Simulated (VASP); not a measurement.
Wanted: the native input for a VASP 6.6.1 run.

| Item | Value |
| --- | --- |
| Task | single point |
| Functional | r2SCAN |
| Potentials or basis | VASP PAW PBE potentials, release 64 (Sr_sv) |
| Cutoff | 520 eV |
| k mesh | 9 × 9 × 5 |
| Occupations | fermi-dirac, width 0.1 eV |
| Spin | no spin polarisation |
| Dipole correction | no |
| Further INCAR settings | ALGO = Normal; EDIFF = 1e-06; NBANDS = 17 |

Crystal: Sr.

```
Sr
1.0
     4.29268    0.00000    0.00000
    -2.14634    3.71757    0.00000
     0.00000    0.00000    7.02166
Sr
2
Direct
  0.33333 0.66667 0.25000
  0.66667 0.33333 0.75000
```

This isn't the form of Sr at room conditions, which is fcc.

One way to write it, as run:

POSCAR

```
Sr
1.0
    4.2926763082      0.0000000000      0.0000000000
   -2.1463381541      3.7175667331      0.0000000000
    0.0000000000      0.0000000000      7.0216620000
Sr
2
Direct
    0.3333333333      0.6666666667      0.2500000000
    0.6666666667      0.3333333333      0.7500000000
```

INCAR.step1

```
SYSTEM = Sr
PREC = Accurate ; ENCUT = 520
ISMEAR = -1 ; SIGMA = 0.1
LREAL = .False. ; LASPH = .True.
NELM = 60 ; NBANDS = 17
GGA = PE ; ALGO = Normal
EDIFF = 1E-4 ; LWAVE = .True.
LCHARG = .False.
```

INCAR.step2

```
SYSTEM = Sr
PREC = Accurate ; ENCUT = 520
EDIFF = 1E-6 ; ISMEAR = -1
SIGMA = 0.1 ; LREAL = .False.
LASPH = .True. ; NELM = 60
ALGO = Normal ; ISIF = 2
LWAVE = .False. ; LCHARG = .False.
METAGGA = R2SCAN ; LMIXTAU = .True.
NBANDS = 17 ; ISTART = 1
```

KPOINTS

```
Automatic mesh
0
Gamma
  9 9 5
  0 0 0
```

Potentials or basis: VASP PAW PBE potentials, release 64 (Sr_sv).

Run with:

```bash
$ cat potpaw_PBE.64/Sr_sv/POTCAR > POTCAR
$ cp INCAR.step1 INCAR
$ mpirun -np 1 vasp_std > vasp.out
$ cp INCAR.step2 INCAR
$ mpirun -np 1 vasp_std > vasp.out
```

It gave:

The pressure is 0.3 GPa. The band gap on the k mesh is zero (bands 10 and 11 overlap by 0.37 eV).

Caveat: the PAW data sets were made with another functional, which shifts forces and pressure a little.

Run time: 4.2 min on 1 thread of AMD EPYC 7R43 64-Core Processor (Zen 3), with other jobs on the host, peak memory 0.22 GiB.
